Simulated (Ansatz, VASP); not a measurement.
# One calculation of Ta, two programs

```
Ta
1.0
    -1.67048    1.67048    1.67048
     1.67048   -1.67048    1.67048
     1.67048    1.67048   -1.67048
Ta
1
Direct
  0.00000 0.00000 0.00000
```

Alike in both runs: task single point; functional PBE; k mesh 20 × 20 × 20; occupations gaussian, width 0.15 eV; no spin polarisation.

```csv
,VASP,Ansatz
version,VASP 6.6.1,Ansatz 0.2.0
potentials or method,"VASP PAW PBE potentials, release 64 (Ta_pv), cutoff 520 eV","scalar-relativistic, plane waves, PAW"
valence electrons in the cell,11,13
```

```csv
,VASP,Ansatz,Ansatz less VASP
gap on the k mesh at the Fermi level (eV),none,none,-
pressure (GPa),-3.6,-3.6,-0.04
```

A gap of «none» marks a metal or a gap that the smearing closes. The functional is the same, so the differences come from potentials, cutoffs and numerics. VASP's potentials hold 11 valence electrons a cell and Ansatz's 13, so a difference there can come from the potentials and not from the codes.

Neither program's run includes spin-orbit coupling.
